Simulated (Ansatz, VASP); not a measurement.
**SrO in VASP and in Ansatz**

Contents of INCAR:

```
PREC = Accurate
ENCUT = 520
EDIFF = 1E-6
ISMEAR = 0
SIGMA = 0.01
LREAL = F
LASPH = T
NELM = 100
ALGO = Normal
ISIF = 2
LWAVE = F
LCHARG = F
GGA = RP
NBANDS = 15
```

File KPOINTS:

```
Automatic mesh
0
Gamma
  6 6 6
```

The input POSCAR:

```
SrO
1.0
    0.0000000000      2.5663000000      2.5663000000
    2.5663000000      0.0000000000      2.5663000000
    2.5663000000      2.5663000000      0.0000000000
Sr O
1 1
Direct
    0.5000000000      0.5000000000      0.5000000000
    0.0000000000      0.0000000000      0.0000000000
```

Input for Ansatz:

```yaml
crystal:
  lattice:
    - [0.0, 2.5663, 2.5663]
    - [2.5663, 0.0, 2.5663]
    - [2.5663, 2.5663, 0.0]
  atoms:
    - { symbol: Sr, position: [0.5, 0.5, 0.5] }
    - { symbol: O, position: [0.0, 0.0, 0.0] }
accuracy: medium
kpoints:
  mp_grid:
    grid: [6, 6, 6]
hamiltonian:
  xc: rpbe
scf:
  n_extra_bands: 16
  mixing:
    algorithm: msr1
  occupations:
    method: fixed
output:
  forces: true
  stress: true
```

Alike in both runs: task single point; functional RPBE; k mesh 6 × 6 × 6; no spin polarisation.

|  | VASP | Ansatz |
| --- | --- | --- |
| version | VASP 6.6.1 | Ansatz 0.2.0 |
| potentials or method | VASP PAW PBE potentials, release 64 (Sr_sv, O) | plane waves, PAW |
| plane-wave cutoff (eV) | 520 | 420 |
| occupations | gaussian, width 0.01 eV | fixed |
| valence electrons in the cell | 16 | 16 |

VASP gave:

```
pressure (GPa) : 7.0
```

Task: Estimate Ansatz's values.

Result: Pressure (GPa): 6.4.

VASP's potentials were made for PBE, not for RPBE.
